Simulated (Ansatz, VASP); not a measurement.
**Two plane-wave programs on SiBiS**

```
Si Bi S
1.0
     5.17292    0.00000    0.00000
    -2.58646    4.47988    0.00000
     0.00000    0.00000    5.59866
Si Bi S
2 2 2
Direct
  0.33333 0.66667 0.75000
  0.66667 0.33333 0.25000
  0.33333 0.66667 0.25000
  0.66667 0.33333 0.75000
  0.00000 0.00000 0.00000
  0.00000 0.00000 0.50000
```

Alike in both runs: functional PBE; k mesh 6 × 6 × 4; occupations gaussian, width 0.1 eV; no spin polarisation.

Ansatz relaxed the structure, and its values are those at the end. VASP's run is a single point on that final structure, the one shown.

|  | VASP | Ansatz |
| --- | --- | --- |
| version | VASP 6.6.1 | Ansatz 0.2.0 |
| potentials or method | VASP PAW PBE potentials, release 64 (Si, Bi_d, S), cutoff 520 eV | scalar-relativistic, plane waves, PAW |
| valence electrons in the cell | 50 | 50 |

|  | VASP | Ansatz | Ansatz less VASP |
| --- | --- | --- | --- |
| gap on the k mesh at the Fermi level (eV) | none | none | - |
| pressure (GPa) | -0.1 | -0.1 | +0.06 |

A gap of «none» marks a metal or a gap that the smearing closes. With one functional, cell and mesh, what is left measures potentials, basis and numerics.

Spin-orbit coupling is off throughout.
